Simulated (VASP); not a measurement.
# AlN (F-43m) in VASP: notebook, part 2 of 2

VASP 6.6.1.

## (5) Vibrations by perturbation theory, LDA

The input, INCAR:

```
SYSTEM = AlN
PREC = Accurate
ENCUT = 520
EDIFF = 1E-8
ISMEAR = -1
SIGMA = 0.05
LREAL = .False.
LASPH = .True.
NELM = 80
ALGO = Normal
ISIF = 2
LWAVE = .False.
LCHARG = .True.
GGA = CA
NBANDS = 11
IBRION = 8
NSW = 1
```

The input, KPOINTS:

```
regular mesh
0
Gamma
  7 7 7
  0 0 0
```

The input, POSCAR:

```
AlN
1.0
    0.0000000000      2.1839935596      2.1839935596
    2.1839935596      0.0000000000      2.1839935596
    2.1839935596      2.1839935596      0.0000000000
Al N
1 1
Direct
    0.0000000000      0.0000000000      0.0000000000
    0.2500000000      0.2500000000      0.2500000000
```

Potentials or basis: VASP PAW LDA potentials, release 64 (Al, N).

On the command line:

```bash
> cat potpaw_LDA.64/Al/POTCAR potpaw_LDA.64/N/POTCAR > POTCAR
> mpirun -np 1 vasp_std > vasp.out
```

OUTCAR:

```text
SYSTEM = AlN
   PREC = Accurate
   ENCUT = 520
   EDIFF = 1E-8
   ISMEAR = -1
   LREAL = .False.
   LASPH = .True.
   NELM = 80
   ISIF = 2
   GGA = CA
   IBRION = 8
   NSW = 1

 ion  position               nearest neighbor table
   1  0.000  0.000  0.000-   2 1.89   2 1.89   2 1.89   2 1.89
   2  0.250  0.250  0.250-   1 1.89   1 1.89   1 1.89   1 1.89

  LATTYP: Found a face centered cubic cell.
 ALAT       =     4.3679871192

  Lattice vectors:

 A1 = (   0.0000000000,   2.1839935596,   2.1839935596)
 A2 = (   2.1839935596,   0.0000000000,   2.1839935596)
 A3 = (   2.1839935596,   2.1839935596,   0.0000000000)

Analysis of symmetry for initial positions (statically):
=====================================================================
 Subroutine PRICEL returns:
 Original cell was already a primitive cell.

 Routine SETGRP: Setting up the symmetry group for a
 face centered cubic supercell.

 Subroutine GETGRP returns: Found 24 space group operations
 (whereof 24 operations were pure point group operations)
 out of a pool of 48 trial point group operations.

The static configuration has the point symmetry T_d .

Analysis of symmetry for dynamics (positions and initial velocities):
=====================================================================
 Subroutine PRICEL returns:
 Original cell was already a primitive cell.

 Routine SETGRP: Setting up the symmetry group for a
 face centered cubic supercell.

 Subroutine GETGRP returns: Found 24 space group operations
 (whereof 24 operations were pure point group operations)
 out of a pool of 48 trial point group operations.

The dynamic configuration has the point symmetry T_d .

 Subroutine INISYM returns: Found 24 space group operations
 (whereof 24 operations are pure point group operations),
 and found     1 'primitive' translations

----------------------------------------------------------------------------------------

                                     Primitive cell

  volume of cell :      20.8345

  direct lattice vectors                    reciprocal lattice vectors
     0.000000000  2.183993560  2.183993560    -0.228938404  0.228938404  0.228938404
     2.183993560  0.000000000  2.183993560     0.228938404 -0.228938404  0.228938404
     2.183993560  2.183993560  0.000000000     0.228938404  0.228938404 -0.228938404

  length of vectors
     3.088633312  3.088633312  3.088633312     0.396532948  0.396532948  0.396532948

  position of ions in fractional coordinates (direct lattice)
     0.000000000  0.000000000  0.000000000
     0.250000000  0.250000000  0.250000000

  ion indices of the primitive-cell ions
[... 128 lines left out ...]
      1      -9.1142      2.00000
      2       5.7089      2.00000
      3       5.7089      2.00000
      4       5.7089      2.00000
      5       9.9433      0.00000
      6      18.0423      0.00000
      7      18.0423      0.00000
      8      18.0423      0.00000
      9      23.2321      0.00000
     10      23.2321      0.00000
     11      24.6165      0.00000
[... 254 lines left out ...]
  band No.  band energies     occupation
      1      -6.3373      2.00000
      2       1.6932      2.00000
      3       1.9900      2.00000
      4       3.6974      2.00000
      5      11.6026      0.00000
      6      16.1759      0.00000
      7      17.8824      0.00000
      8      18.3738      0.00000
      9      22.1981      0.00000
     10      24.3710      0.00000
     11      30.3296      0.00000

------------------------ aborting loop because EDIFF is reached ----------------------------------------

  FORCE on cell =-STRESS in cart. coord.  units (eV):
  Direction    XX          YY          ZZ          XY          YZ          ZX
  --------------------------------------------------------------------------------------
  -------------------------------------------------------------------------------------
  Total       -0.3927558     -0.3927558     -0.3927558      0.0000000     -0.0000000      0.0000000
  in kB      -30.2029305    -30.2029305    -30.2029305      0.0000000     -0.0000000      0.0000000
  external PRESSURE =     -30.2029305 kB  Pullay stress =       0.0000000 kB

 VOLUME and BASIS-vectors are now :
 -----------------------------------------------------------------------------
  energy-cutoff  :      520.00
  volume of cell :       20.83
      direct lattice vectors                 reciprocal lattice vectors
     0.000000000  2.183993560  2.183993560    -0.228938404  0.228938404  0.228938404
     2.183993560  0.000000000  2.183993560     0.228938404 -0.228938404  0.228938404
     2.183993560  2.183993560  0.000000000     0.228938404  0.228938404 -0.228938404

 POSITION                                       TOTAL-FORCE (eV/Angst)
 -----------------------------------------------------------------------------------
      0.00000      0.00000      0.00000        -0.000000     -0.000000     -0.000000
      1.09200      1.09200      1.09200         0.000000      0.000000      0.000000
 -----------------------------------------------------------------------------------
    total drift:                               -0.000000     -0.000000     -0.000000

  FREE ENERGIE OF THE ION-ELECTRON SYSTEM (eV)
  ---------------------------------------------------
  free  energy   TOTEN  =       -16.3724018983 eV

  energy  without entropy=      -16.3724018983  energy(sigma->0) =      -16.37240190

[... ionic steps 2 to 3 ...]

--------------------------------------- Ionic step        4  -------------------------------------------

------------------------ aborting loop because EDIFF is reached ----------------------------------------

[... ionic steps 5 to 6 ...]

--------------------------------------- Ionic step        7  -------------------------------------------

 Free energy of the ion-electron system (eV)
  ---------------------------------------------------
  ---------------------------------------------------
  free energy    TOTEN  =        -0.23437471 eV

  energy without entropy =       -0.23437471

------------------------ aborting loop because EDIFF is reached ----------------------------------------

 INTERNAL STRAIN TENSOR  FOR ION    2  DIRECTION 1   (eV/Angst):
 -----------------------------------------------------------------------------
    -0.01364  0.00000  0.00000
     0.00000  0.00736 -8.68552
     0.00000 -8.68552  0.00736

 INTERNAL STRAIN TENSOR FOR ION    2 for displacements in x,y,z  (eV/Angst):
          X           Y           Z          XY          YZ          ZX
  --------------------------------------------------------------------------------
  x    -0.00000     0.00000     0.00000     0.00000    -8.68552     0.00000
  y     0.00000    -0.00000     0.00000     0.00000     0.00000    -8.68552
  z     0.00000     0.00000    -0.00000    -8.68552     0.00000     0.00000

 SECOND DERIVATIVES (NOT SYMMETRIZED)
 ------------------------------------
               1X          1Y          1Z          2X          2Y          2Z
  1X   -14.475493    0.000000    0.000000   14.475493    0.000000    0.000000
  1Y     0.000000  -14.475493    0.000000    0.000000   14.475493    0.000000
  1Z     0.000000    0.000000  -14.475493    0.000000    0.000000   14.475493
  2X    14.480016    0.000000    0.000000  -14.480016    0.000000    0.000000
  2Y     0.000000   14.480016    0.000000    0.000000  -14.480016    0.000000
  2Z     0.000000    0.000000   14.480016    0.000000    0.000000  -14.480016

 Eigenvectors and eigenvalues of the dynamical matrix
 ----------------------------------------------------

   1 f  =   19.592962 THz   123.106213 2PiTHz  653.550877 cm-1    81.029945 meV
             X         Y         Z           dx          dy          dz
      0.000000  0.000000  0.000000     0.000000    0.584438    0.000000
      1.091997  1.091997  1.091997     0.000000   -0.811439    0.000000
[... 21 lines left out ...]
   6 f/i=    0.001452 THz     0.009120 2PiTHz    0.048418 cm-1     0.006003 meV
             X         Y         Z           dx          dy          dz
      0.000000  0.000000  0.000000     0.000000    0.000000    0.811439
      1.091997  1.091997  1.091997     0.000000    0.000000    0.584438

--------------------------------------------------------------------------------------------------------

 ELASTIC MODULI CONTR FROM IONIC RELAXATION (kBar)
 Direction    XX          YY          ZZ          XY          YZ          ZX
 --------------------------------------------------------------------------------
 XX          -0.0000      0.0000      0.0000      0.0000     -0.0000      0.0000
 YY           0.0000     -0.0000      0.0000      0.0000      0.0000     -0.0000
 ZZ           0.0000      0.0000     -0.0000     -0.0000      0.0000      0.0000
 XY           0.0000      0.0000     -0.0000   -379.8455      0.0000      0.0000
 YZ          -0.0000      0.0000      0.0000      0.0000   -379.8455      0.0000
 ZX           0.0000     -0.0000      0.0000      0.0000      0.0000   -379.8455
 --------------------------------------------------------------------------------
```

It took 24 s on 1 thread of Intel Xeon 6975P-C, shared host; peak memory 0.16 GiB.

Results:

```
Highest phonon frequency at Γ, LO-TO splitting left out : 654 cm⁻¹
```

Phonon frequencies in cm⁻¹ (negative: imaginary):
```tsv
q point	frequencies
(0.000, 0.000, 0.000)	0 0 0 654 654 654
```

Caveat: the cell wasn't relaxed at this level first, which shifts response properties.

## (6) Elastic constants, LDA

The input, INCAR:

```
SYSTEM = AlN
PREC     = Accurate       ! precision mode
ENCUT    = 600            ! plane-wave cutoff, eV
EDIFF    = 1E-8           ! SCF threshold, eV
ISMEAR   = -1             ! smearing method
SIGMA    = 0.05           ! smearing width, eV
LREAL    = .False.        ! projectors in reciprocal space
LASPH    = .True.         ! aspherical terms in the spheres
NELM     = 60             ! most SCF steps
ALGO     = Normal         ! electronic algorithm
ISIF     = 3              ! what is computed and relaxed
LWAVE    = .False.        ! write WAVECAR
LCHARG   = .True.         ! write CHGCAR
GGA      = CA             ! functional
IBRION   = 6              ! ionic algorithm
NFREE    = 2            
POTIM    = 0.015          ! step
NSW      = 1              ! ionic steps
```

KPOINTS is that of step 5.

POSCAR is that of step 5.

Potentials or basis: VASP PAW LDA potentials, release 64 (Al, N).

On the command line:

```bash
> cat potpaw_LDA.64/Al/POTCAR potpaw_LDA.64/N/POTCAR > POTCAR
> mpirun -np 1 vasp_std > vasp.out
```

Wall time 2.3 min (1 thread of Intel Xeon 6975P-C, shared host); peak memory 0.17 GiB.

Results (log left out):

```yaml
Elastic_constants_C11_C12_C44: 292, 157, 185 GPa
Voigt_bulk_modulus: 202 GPa
Highest_phonon_frequency_at_Γ_LO-TO_splitting_left_out: 653 cm⁻¹
```

Phonon frequencies in cm⁻¹ (negative: imaginary):
```tsv
q point	frequencies
(0.000, 0.000, 0.000)	0 0 0 653 653 653
```

Elastic tensor in Voigt notation (GPa, in the Cartesian axes of the cell as first typed):
```
292 157 157   0   0   0
157 292 157   0   0   0
157 157 292   0   0   0
  0   0   0 185   0   0
  0   0   0   0 185   0
  0   0   0   0   0 185
```

Clamped-ion elastic tensor (GPa):
```
292 157 157   0   0   0
157 292 157   0   0   0
157 157 292   0   0   0
  0   0   0 225   0   0
  0   0   0   0 225   0
  0   0   0   0   0 225
```

Caveat: the cell is under stress, which shifts elastic constants.
